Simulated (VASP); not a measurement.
Crystal: Sc5Mo.

```xyz
6
Lattice="0.0000 4.0478 4.0478 4.0478 0.0000 4.0478 4.0478 4.0478 0.0000" Properties=species:S:1:pos:R:3 pbc="T T T"
Sc    3.1466    3.1466    3.1466
Sc    4.9490    4.9490    3.1466
Sc    4.9490    3.1466    4.9490
Sc    3.1466    4.9490    4.9490
Sc    6.0717    6.0717    6.0717
Mo    2.0239    2.0239    2.0239
```

| Property | Result |
| --- | --- |
| Program | VASP 6.6.1 |
| Task | relaxation of cell and atoms |
| Functional | PBE |
| Potentials or basis | VASP PAW PBE potentials, release 64 (Sc_sv, Mo_sv) |
| Cutoff | 600 eV |
| k mesh | 4 × 4 × 4 |
| Occupations | gaussian, width 0.1 eV |
| Spin | no spin polarisation |

At the start: pressure 41.5 GPa; volume 22.11 Å³/atom.

**Question.** How do energy, volume and symmetry change on relaxing?

**Answer.** Over 6 steps the energy falls by 1116.3 meV/atom and the volume is 35.29 Å³/atom (+59.7 %); space group F-43m (No. 216, to 0.05 Å).

Step by step:
| step | energy change (eV) | largest force (eV/Å) | pressure (GPa) | volume (Å³) |
| --- | --- | --- | --- | --- |
| 1 | 0.0000 | 4.3501 | 41.48 | 132.65 |
| 2 | -3.2403 | 3.2722 | -3.95 | 275.64 |
| 3 | -5.5217 | 3.2553 | 2.99 | 191.90 |
| 4 | -6.6315 | 0.7123 | -0.97 | 217.18 |
| 5 | -6.6462 | 0.4683 | -1.27 | 220.50 |
| 6 | -6.6978 | 0.0095 | 0.11 | 211.77 |

Final structure:
```yaml
crystal:
  lattice:
    - [0.00000, 4.73090, 4.73090]
    - [4.73090, 0.00000, 4.73090]
    - [4.73090, 4.73090, 0.00000]
  atoms:
    - { symbol: Sc, position: [0.38727, 0.38727, 0.38727] }
    - { symbol: Sc, position: [0.38727, 0.38727, 0.83818] }
    - { symbol: Sc, position: [0.38727, 0.83818, 0.38727] }
    - { symbol: Sc, position: [0.83818, 0.38727, 0.38727] }
    - { symbol: Sc, position: [0.75000, 0.75000, 0.75000] }
    - { symbol: Mo, position: [0.25000, 0.25000, 0.25000] }
```

Caveat: the volume moved by over 15 % at a fixed basis, so the end points are rough.
